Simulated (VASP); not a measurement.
The system is Hf.

```
Hf
1.0
     4.96233    0.00000    0.00000
    -2.48116    4.29750    0.00000
     0.00000    0.00000    3.08623
Hf
3
Direct
  0.00000 0.00000 0.00000
  0.33333 0.66667 0.50000
  0.66667 0.33333 0.50000
```

Base run:

| Item | Value |
| --- | --- |
| Program | VASP 6.6.1 |
| Functional | PBEsol |
| Potentials or basis | VASP PAW PBE potentials, release 64 (Hf_pv) |
| Cutoff | 520 eV |
| k mesh | 6 × 6 × 9 |
| Occupations | fermi-dirac, width 0.05 eV |
| Spin | no spin polarisation |

Its results: band gap on the k mesh zero (band 15 reaches 4.99 eV, above the bottom of band 16 at 4.11 eV); pressure -3.1 GPa.

The run is repeated on the same cell with these changes: functional from PBEsol to PBE; further incar settings from ALGO = Normal; EDIFF = 1e-07; NBANDS = 22 to ALGO = Fast; EDIFF = 1e-07; NBANDS = 22. What comes out?

Band gap on the k mesh zero (band 15 reaches 5.16 eV, above the bottom of band 16 at 4.26 eV); pressure 1.7 GPa.

Caveats: spin-orbit coupling is left out, which moves the levels of the heavy elements; the PAW data sets were made with another functional, which shifts forces and pressure a little (some runs).
